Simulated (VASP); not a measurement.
# CaTi2Si2 (I4/mmm) in VASP: density of states with PBE

Aim: the density of states of CaTi2Si2 with PBE.

Everything below comes from runs of VASP 6.6.1. Logs are shortened: lines on timing, memory, paths and dates and some standing lists are left out, and cuts for length are marked.

### 1 The cell of the first run

The structure is tetragonal, space group I4/mmm (No. 139). Conventional cell: a = 4.145 Å, b = 4.145 Å, c = 10.815 Å, α = 90.00°, β = 90.00°, γ = 90.00°. Within 3.3 Å of Si (site symmetry 4mm) lie 4 Ti at 2.51 Å and 1 Si at 2.57 Å and 4 Ca at 3.20 Å. Ti (site symmetry -4m2) has 4 Si at 2.51 Å and 4 Ti at 2.93 Å within 3.3 Å. Ca (site symmetry 4/mmm) has 10 Si at 3.20 to 4.12 Å and 8 Ti at 3.41 Å and 4 Ca at 4.15 Å within 4.2 Å.

### 2 Density of states, PBE

POSCAR

```
CaTi2Si2
1.0
    0.0000000000      4.1452760000      0.0000000000
    4.1452760000      0.0000000000      0.0000000000
    2.0726380000      2.0726380000     -5.4077460000
Si Ti Ca
2 2 1
Direct
    0.3810000000      0.3810000000      0.2380000000
    0.6190000000      0.6190000000      0.7620000000
    0.7500000000      0.2500000000      0.5000000000
    0.2500000000      0.7500000000      0.5000000000
    0.0000000000      0.0000000000      0.0000000000
```

INCAR.step1

```
ALGO = Normal ; EDIFF = 1E-6
ENCUT = 520 ; GGA = PE
ISIF = 2 ; ISMEAR = -1
LASPH = T ; LCHARG = T
LMAXMIX = 4 ; LREAL = F
LWAVE = F ; NBANDS = 29
NELM = 100 ; PREC = Accurate
SIGMA = 0.1
```

KPOINTS.step1

```
k-points
0
Gamma
  9 9 9
```

INCAR.step2

```
ALGO = Normal ; EDIFF = 1E-6
ENCUT = 520 ; GGA = PE
ICHARG = 11 ; ISIF = 2
ISMEAR = -5 ; LASPH = T
LCHARG = F ; LMAXMIX = 4
LORBIT = 11 ; LREAL = F
LWAVE = F ; NBANDS = 29
NEDOS = 2001 ; NELM = 100
PREC = Accurate ; SIGMA = 0.1
```

KPOINTS.step2

```
k-points
0
Gamma
  14 14 14
```

Potentials or basis: VASP PAW PBE potentials, release 64 (Si, Ti_sv, Ca_sv).

Command:

```console
$ cat potpaw_PBE.64/Si/POTCAR potpaw_PBE.64/Ti_sv/POTCAR potpaw_PBE.64/Ca_sv/POTCAR > POTCAR
$ cp INCAR.step1 INCAR
$ cp KPOINTS.step1 KPOINTS
$ mpirun -np 1 vasp_std > vasp.out
$ cp INCAR.step2 INCAR
$ cp KPOINTS.step2 KPOINTS
$ mpirun -np 1 vasp_std > vasp.out
```

OUTCAR:

```text
EDIFF = 1E-6
   ENCUT = 520
   GGA = PE
   ICHARG = 11
   ISIF = 2
   ISMEAR = -5
   LASPH = T
   LORBIT = 11
   LREAL = F
   NELM = 100
   PREC = Accurate

 ion  position               nearest neighbor table
   1  0.381  0.381  0.238-   3 2.51   4 2.51   4 2.51   3 2.51   2 2.57
   2  0.619  0.619  0.762-   4 2.51   3 2.51   3 2.51   4 2.51   1 2.57
   3  0.750  0.250  0.500-   1 2.51   1 2.51   2 2.51   2 2.51
   4  0.250  0.750  0.500-   1 2.51   1 2.51   2 2.51   2 2.51
   5  0.000  0.000  0.000-

  LATTYP: Found a body centered tetragonal cell.
 ALAT       =     4.1452760000
 C/A-ratio  =     2.6091126381

  Lattice vectors:

 A1 = (  -2.0726380000,   2.0726380000,   5.4077460000)
 A2 = (   2.0726380000,  -2.0726380000,   5.4077460000)
 A3 = (   2.0726380000,   2.0726380000,  -5.4077460000)

Analysis of symmetry for initial positions (statically):
=====================================================================
 Subroutine PRICEL returns:
 Original cell was already a primitive cell.

 Routine SETGRP: Setting up the symmetry group for a
 body centered tetragonal supercell.

 Subroutine GETGRP returns: Found 16 space group operations
 (whereof 16 operations were pure point group operations)
 out of a pool of 16 trial point group operations.

The static configuration has the point symmetry D_4h.

Analysis of symmetry for dynamics (positions and initial velocities):
=====================================================================
 Subroutine PRICEL returns:
 Original cell was already a primitive cell.

 Routine SETGRP: Setting up the symmetry group for a
 body centered tetragonal supercell.

 Subroutine GETGRP returns: Found 16 space group operations
 (whereof 16 operations were pure point group operations)
 out of a pool of 16 trial point group operations.

The dynamic configuration has the point symmetry D_4h.

 Subroutine INISYM returns: Found 16 space group operations
 (whereof 16 operations are pure point group operations),
 and found     1 'primitive' translations

----------------------------------------------------------------------------------------

                                     Primitive cell

  volume of cell :      92.9230

  direct lattice vectors                    reciprocal lattice vectors
     0.000000000  4.145276000  0.000000000     0.000000000  0.241238460  0.092459964
     4.145276000  0.000000000  0.000000000     0.241238460  0.000000000  0.092459964
     2.072638000  2.072638000 -5.407746000     0.000000000  0.000000000 -0.184919928

  length of vectors
     4.145276000  4.145276000  6.151046525     0.258350227  0.258350227  0.184919928

  position of ions in fractional coordinates (direct lattice)
     0.381000000  0.381000000  0.238000000
     0.619000000  0.619000000  0.762000000
     0.750000000  0.250000000  0.500000000
     0.250000000  0.750000000  0.500000000
     0.000000000  0.000000000  0.000000000

  ion indices of the primitive-cell ions
   primitive index   ion index
                 1           1
                 2           2
                 3           3
                 4           4
                 5           5

----------------------------------------------------------------------------------------

 KPOINTS: k-points

Automatic generation of k-mesh.
 Grid dimensions read from file:
 generate k-points for:   14   14   14

 Generating k-lattice:

  Cartesian coordinates                     Fractional coordinates (reciprocal lattice)
     0.000000000  0.017231319  0.006604283     0.071428571  0.000000000  0.000000000
     0.017231319  0.000000000  0.006604283     0.000000000  0.071428571  0.000000000
     0.000000000  0.000000000 -0.013208566     0.000000000  0.000000000  0.071428571

  Length of vectors
     0.018453588  0.018453588  0.013208566

  Shift w.r.t. Gamma in fractional coordinates (k-lattice)
     0.000000000  0.000000000  0.000000000

 TETIRR: Found   7833 inequivalent tetrahedra from    16464

 Subroutine IBZKPT returns following result:
 ===========================================

 Found    244 irreducible k-points:

 Following reciprocal coordinates:
            Coordinates               Weight
  0.000000  0.000000  0.000000      1.000000
  0.071429  0.000000  0.000000      8.000000
  0.142857  0.000000  0.000000      8.000000
  0.214286  0.000000  0.000000      8.000000
  0.285714  0.000000  0.000000      8.000000
  0.357143  0.000000 -0.000000      8.000000
[... 16 lines left out ...]
  0.214286  0.142857  0.000000     16.000000
  0.285714  0.142857 -0.000000     16.000000
 [... further k-points ...]
   k-points           NKPTS =    244   k-points in BZ     NKDIM =    244   number of bands    NBANDS=     29
   number of dos      NEDOS =   2001   number of ions     NIONS =      5
   total plane-waves  NPLWV =  49152
   dimension x,y,z NGX =    32 NGY =   32 NGZ =   48
   dimension x,y,z NGXF=    64 NGYF=   64 NGZF=   96
   ions per type =               2   2   1
   NGX,Y,Z   is equivalent  to a cutoff of  12.83, 12.83, 12.97 a.u.
   NGXF,Y,Z  is equivalent  to a cutoff of  25.67, 25.67, 25.95 a.u.
 SYSTEM =  unknown system
   PREC   = accura    normal or accurate (medium, high low for compatibility)
   ISTART =      0    job   : 0-new  1-cont  2-samecut
   ICHARG =     11    charge: 1-file 2-atom 10-const
   ISPIN  =      1    spin polarized calculation?
   LNONCOLLINEAR =      F non collinear calculations
   LSORBIT =      F    spin-orbit coupling
   LASPH  =      T    aspherical Exc in radial PAW
   ENCUT  =  520.0 eV  38.22 Ry    6.18 a.u.   7.71  7.71 11.44*2*pi/ulx,y,z
   NELM   =    100;   NELMIN=  2; NELMDL=  0     # of ELM steps
   EDIFF  = 0.1E-05   stopping-criterion for ELM
   LREAL  =      F    real-space projection
   EDIFFG = 0.1E-04   stopping-criterion for IOM
   NSW    =      0    number of steps for IOM
   IBRION =     -1    ionic relax: 0-MD 1-quasi-New 2-CG
   NFREE  =      0    steps in history (QN), initial steepest desc. (CG)
   ISIF   =      2    stress and relaxation
   ISYM   =      2    0-nonsym 1-usesym 2-fastsym
   POTIM  = 0.5000    time-step for ionic-motion
   TEBEG  =    0.0;   TEEND  =   0.0 temperature during run
   PSTRESS=    0.0 pullay stress
   NELECT =      42.0000    total number of electrons
   NUPDOWN=      -1.0000    fix difference up-down
   EMIN   =  10.00;   EMAX   =-10.00  energy-range for DOS
   EFERMI =   0.00;   METHOD = LEGACY
   ISMEAR =    -5;   SIGMA  =   0.10  broadening in eV -4-tet -1-fermi 0-gaus
   EFERMI_NEDOS =   21; number of points for ismear=-14 and -15
   IALGO  =     38    algorithm
   IMIX   =      4    mixing-type and parameters
     AMIX     =   0.40;   BMIX     =  1.00
     AMIX_MAG =   1.60;   BMIX_MAG =  1.00
  volume/ion in A,a.u.               =      18.58       125.42
  Fermi-wavevector in a.u.,A,eV,Ry     =   1.256368  2.374191 21.476259  1.578461
  Thomas-Fermi vector in A             =   2.390079
   LORBIT       =     11    0 simple, 1 ext, 2 COOP (PROOUT), +10 PAW based schemes
   GGA     = PE    functional components
   LHFCALC =     F    Hartree Fock is set to
   AEXX    =    0.0000 exact exchange contribution
   IVDW    =     0    specifies the selected vdW correction
   LEPSILON=     F    determine dielectric tensor
   LRPA    =     F    only Hartree local field effects (RPA)
 non-spin polarized calculation
 Fermi weights with tetrahedron method with Bloechl corrections
  energy-cutoff  :      520.00
  volume of cell :       92.92
 maximum number of plane-waves:      2524

 number of electron      42.0000011 magnetization

 Free energy of the ion-electron system (eV)
  ---------------------------------------------------
  ext. energy  EPLUGINS =         0.00000000
  ---------------------------------------------------
  free energy    TOTEN  =       -30.66148366 eV

  energy without entropy =      -30.66148366  energy(sigma->0) =      -30.66148366

 E-fermi :   6.6491     XC(G=0): -10.5393

 val. band max:        6.6615853762   @ k =   0.4286   0.1429   0.0000
 cond. band min:       6.5620420203   @ k =   0.0000   0.0000   0.5000
 fundamental gap:     -0.0995433559
 Fermi energy:         6.6491134534

 k-point     1 :       0.0000    0.0000    0.0000
  band No.  band energies     occupation
      1     -49.8976      2.00000
      2     -49.8216      2.00000
      3     -33.5972      2.00000
      4     -26.2861      2.00000
      5     -26.2416      2.00000
      6     -26.2416      2.00000
[... 21 lines left out ...]
     28      10.1774      0.00000
     29      10.1799      0.00000

 k-point     2 :       0.0714    0.0000    0.0000
  band No.  band energies     occupation
      1     -49.8966      2.00000
      2     -49.8226      2.00000
      3     -33.5971      2.00000
      4     -26.2850      2.00000
      5     -26.2384      2.00000
      6     -26.2378      2.00000
[... 21 lines left out ...]
     28       9.9905      0.00000
     29      10.1503      0.00000

 k-point     3 :       0.1429    0.0000    0.0000
  band No.  band energies     occupation
      1     -49.8937      2.00000
      2     -49.8254      2.00000
      3     -33.5968      2.00000
      4     -26.2817      2.00000
      5     -26.2289      2.00000
      6     -26.2269      2.00000
[... 638 lines left out ...]
      5     -26.2518      2.00000
      6     -26.2137      2.00000
[... 21 lines left out ...]
     28       9.3796      0.00000
     29      10.3486      0.00000

 k-point    24 :       0.2857    0.1429   -0.0000
  band No.  band energies     occupation
      1     -49.8807      2.00000
      2     -49.8380      2.00000
      3     -33.5953      2.00000
      4     -26.2671      2.00000
      5     -26.2449      2.00000
      6     -26.2195      2.00000
[... 21 lines left out ...]
     28       9.4673      0.00000
     29      10.3950      0.00000

 [... further k-points ...]

------------------------ aborting loop because EDIFF is reached ----------------------------------------

  FORCE on cell =-STRESS in cart. coord.  units (eV):
  Direction    XX          YY          ZZ          XY          YZ          ZX
  --------------------------------------------------------------------------------------
  -------------------------------------------------------------------------------------
  Total        3.2140875      3.2140875      4.9752392      0.0000000     -0.0000000      0.0000000
  in kB       55.4172654     55.4172654     85.7830258      0.0000000     -0.0000000      0.0000000
  external PRESSURE =      65.5391856 kB  Pullay stress =       0.0000000 kB

 VOLUME and BASIS-vectors are now :
 -----------------------------------------------------------------------------
  energy-cutoff  :      520.00
  volume of cell :       92.92
      direct lattice vectors                 reciprocal lattice vectors
     0.000000000  4.145276000  0.000000000     0.000000000  0.241238460  0.092459964
     4.145276000  0.000000000  0.000000000     0.241238460  0.000000000  0.092459964
     2.072638000  2.072638000 -5.407746000     0.000000000  0.000000000 -0.184919928

 POSITION                                       TOTAL-FORCE (eV/Angst)
 -----------------------------------------------------------------------------------
      2.07264      2.07264     -1.28704        -0.000000     -0.000000      0.885685
      4.14528      4.14528     -4.12070         0.000000      0.000000     -0.885685
      2.07264      4.14528     -2.70387        -0.000000      0.000000      0.000000
      4.14528      2.07264     -2.70387         0.000000     -0.000000     -0.000000
      0.00000      0.00000      0.00000        -0.000000      0.000000      0.000000
 -----------------------------------------------------------------------------------
    total drift:                               -0.000000     -0.000000     -0.000000

  FREE ENERGIE OF THE ION-ELECTRON SYSTEM (eV)
  ---------------------------------------------------
  free  energy   TOTEN  =       -30.6614836587 eV

  energy  without entropy=      -30.6614836587  energy(sigma->0) =      -30.66148366

 total charge

# of ion       s       p       d       tot
------------------------------------------
    1        0.776   0.974   0.000   1.750
    2        0.776   0.974   0.000   1.750
    3        2.213   6.163   1.932  10.308
    4        2.213   6.163   1.932  10.308
    5        2.044   5.858   0.259   8.161
--------------------------------------------------
tot          8.022  20.131   4.123  32.276
```

Run time: 12 min. Hardware: 1 thread of Oxide Virtual Turin-like, shared host; peak memory 0.64 GiB.

Results:

| Item | Value |
| --- | --- |
| Valence electrons inside the program's atomic spheres | Si 1.75; Ti 10.31; Ca 8.16 |

Caveat: tetrahedron occupations give inexact forces and stress in metals.
